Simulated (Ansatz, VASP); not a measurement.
CdS: VASP beside Ansatz

```xyz
2
Lattice="0.0000 2.7532 2.7532 2.7532 0.0000 2.7532 2.7532 2.7532 0.0000" Properties=species:S:1:pos:R:3 pbc="T T T"
Cd    0.0000    0.0000    0.0000
S     2.7532    2.7532    2.7532
```

Alike in both runs: task single point; functional PBE; k mesh 3 × 3 × 3; occupations fermi-dirac, width 0.04 eV; no spin polarisation.

|  | VASP | Ansatz |
| --- | --- | --- |
| version | VASP 6.6.1 | Ansatz 0.2.0 |
| potentials or method | VASP PAW PBE potentials, release 64 (Cd, S), cutoff 500 eV | all-electron LAPW, scalar-relativistic |

VASP gave:

| Property | Result |
| --- | --- |
| gap on the k mesh at the Fermi level (eV) | 0.96 |
| least direct gap on the mesh (eV) | 1.45 |
| pressure (GPa) | 1.2 |

Which values does Ansatz return?

gap on the k mesh at the Fermi level (eV): 0.97; least direct gap on the mesh (eV): 1.48; pressure (GPa): 0.8.

Ansatz ran all-electron here, and VASP with PAW potentials.

The k mesh is coarse, so the values compare programs but aren't converged.
